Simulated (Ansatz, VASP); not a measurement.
# P in VASP and in Ansatz

Contents of INCAR:

```
SYSTEM = P
  ALGO = Normal
  EDIFF = 1E-6
  ENCUT = 520
  GGA = PS
  ISIF = 2
  ISMEAR = 0
  LASPH = .TRUE.
  LCHARG = .FALSE.
  LREAL = .FALSE.
  LWAVE = .FALSE.
  NBANDS = 12
  NELM = 100
  PREC = Accurate
  SIGMA = 0.15
```

Contents of KPOINTS:

```
k-points
0
G
  18 18 18
  0 0 0
```

Contents of POSCAR:

```
P
1.0
    1.6394389191      0.9465305013      3.1296800121
   -1.6394389191      0.9465305013      3.1296800121
    0.0000000000     -1.8930610025      3.1296800121
P
2
Direct
    0.2270802500      0.2270802500      0.2270802500
    0.7729197500      0.7729197500      0.7729197500
```

Input for Ansatz:

```yaml
crystal:
  lattice:
    - [1.6394389191, 0.9465305013, 3.1296800121]
    - [-1.6394389191, 0.9465305013, 3.1296800121]
    - [0.0, -1.8930610025, 3.1296800121]
  atoms:
    - { symbol: P, position: [0.22708025, 0.22708025, 0.22708025] }
    - { symbol: P, position: [0.77291975, 0.77291975, 0.77291975] }
basis:
  ecutwfc: 420
kpoints:
  mp_grid: { grid: [18, 18, 18] }
hamiltonian:
  xc: pbesol
scf:
  occupations: { method: gaussian, width: 0.15 }
output:
  forces: true
  stress: true
  eigenvalues: true
  write_density: true
  write_potential: true
  elf: true
  volumetric_format: npy
```

Change from the starting cell: strain -0.050 along x and y, +0.000 along z, atoms carried along.

Alike in both runs: task single point; functional PBEsol; k mesh 18 × 18 × 18; occupations gaussian, width 0.15 eV; no spin polarisation.

|  | VASP | Ansatz |
| --- | --- | --- |
| version | VASP 6.6.1 | Ansatz 0.2.0 |
| potentials or method | VASP PAW PBE potentials, release 64 (P), cutoff 520 eV | scalar-relativistic, plane waves, PAW |
| valence electrons in the cell | 10 | 10 |

```csv
,VASP,Ansatz,Ansatz less VASP
gap on the k mesh at the Fermi level (eV),none,none,-
pressure (GPa),11.1,11.0,-0.07
"traceless stress, the component that is largest in VASP (GPa)",-6.02,-6.15,-0.127
rms of the force components (eV/Å),0.550,0.574,+0.0241
```

VASP's potentials were made for PBE, not for PBEsol. Atom by atom the forces differ by 0.024 eV/Å (rms over components). A gap of «none» marks a metal or a gap that the smearing closes.
